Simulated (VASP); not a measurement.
A run of VASP 6.6.1 is set up as follows.

POSCAR

```
Si
1.0
    2.5856101841      0.0000000000      0.0000000000
   -1.2928050921      2.2392041037      0.0000000000
    0.0000000000      0.0000000000      4.5062692700
Si
2
Direct
    0.3333333333      0.6666666667      0.2500000000
    0.6666666667      0.3333333333      0.7500000000
```

The input INCAR.step1:

```
ALGO     = Normal         # electronic algorithm
EDIFF    = 1E-4           # SCF threshold, eV
ENCUT    = 520            # plane-wave cutoff, eV
GGA      = PE             # functional
ISMEAR   = 0              # smearing method
LASPH    = True           # aspherical terms in the spheres
LCHARG   = False          # write CHGCAR
LREAL    = False          # projectors in reciprocal space
LWAVE    = True           # write WAVECAR
NBANDS   = 11             # bands
NELM     = 100            # most SCF steps
PREC     = Accurate       # precision mode
SIGMA    = 0.15           # smearing width, eV
```

Contents of INCAR.step2:

```
ALGO     = Normal         # electronic algorithm
EDIFF    = 1E-7           # SCF threshold, eV
ENCUT    = 520            # plane-wave cutoff, eV
ISIF     = 2              # what is computed and relaxed
ISMEAR   = 0              # smearing method
ISTART   = 1            
LASPH    = True           # aspherical terms in the spheres
LCHARG   = True           # write CHGCAR
LELF     = True           # ELF
LMIXTAU  = True         
LREAL    = False          # projectors in reciprocal space
LVHAR    = True         
LWAVE    = False          # write WAVECAR
METAGGA  = R2SCAN         # meta-GGA
NBANDS   = 11             # bands
NELM     = 100            # most SCF steps
PREC     = Accurate       # precision mode
SIGMA    = 0.15           # smearing width, eV
```

Contents of KPOINTS:

```
k-points
0
Gamma
  24 24 10
```

Potentials or basis: VASP PAW PBE potentials, release 64 (Si).

The run is started by

```bash
$ cat potpaw_PBE.64/Si/POTCAR > POTCAR
$ cp INCAR.step1 INCAR
$ mpirun -np 1 vasp_std > vasp.out
$ cp INCAR.step2 INCAR
$ mpirun -np 1 vasp_std > vasp.out
```

Predict the pressure.

5.3 GPa.

Predict the band gap on the k mesh.

zero (band 4 reaches 22.55 eV, above the bottom of band 5 at 7.65 eV).

Stress tensor (GPa, compression positive):
```
6.37 0.00 0.00
0.00 6.37 0.00
0.00 0.00 3.18
```

Caveat: the cell differs from its parent crystal (strain -0.0300 x Voigt [1, 1, 0, 0, 0, 0]); the PAW data sets were made with another functional, which shifts forces and pressure a little.
